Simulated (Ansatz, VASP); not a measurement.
**Sr2P in VASP and in Ansatz**

```
CELL_PARAMETERS angstrom
0.00000 6.67489 4.27247
4.28332 0.00000 4.27247
4.28332 6.67489 0.00000
ATOMIC_POSITIONS crystal
Sr 0.97520 0.52480 0.97520
Sr 0.52480 0.97520 0.52480
Sr 0.27480 0.72520 0.27480
Sr 0.72520 0.27480 0.72520
P 0.75000 0.75000 0.75000
P 0.50000 0.50000 0.50000
```

Alike in both runs: functional PBE; k mesh 4 × 4 × 4; occupations gaussian, width 0.1 eV; no spin polarisation.

Ansatz relaxed the structure, and its values are those at the end. VASP's run is a single point on that final structure, the one shown.

|  | VASP | Ansatz |
| --- | --- | --- |
| version | VASP 6.6.1 | Ansatz 0.2.0 |
| potentials or method | VASP PAW PBE potentials, release 64 (Sr_sv, P), cutoff 520 eV | scalar-relativistic, plane waves, PAW |
| valence electrons in the cell | 50 | 50 |

```tsv
	VASP	Ansatz	Ansatz less VASP
gap on the k mesh at the Fermi level (eV)	none	none	-
pressure (GPa)	0.1	0.1	-0.08
rms of the force components (eV/Å)	0.009	0.005	-0.0038
```

A gap of «none» marks a metal or a gap that the smearing closes.
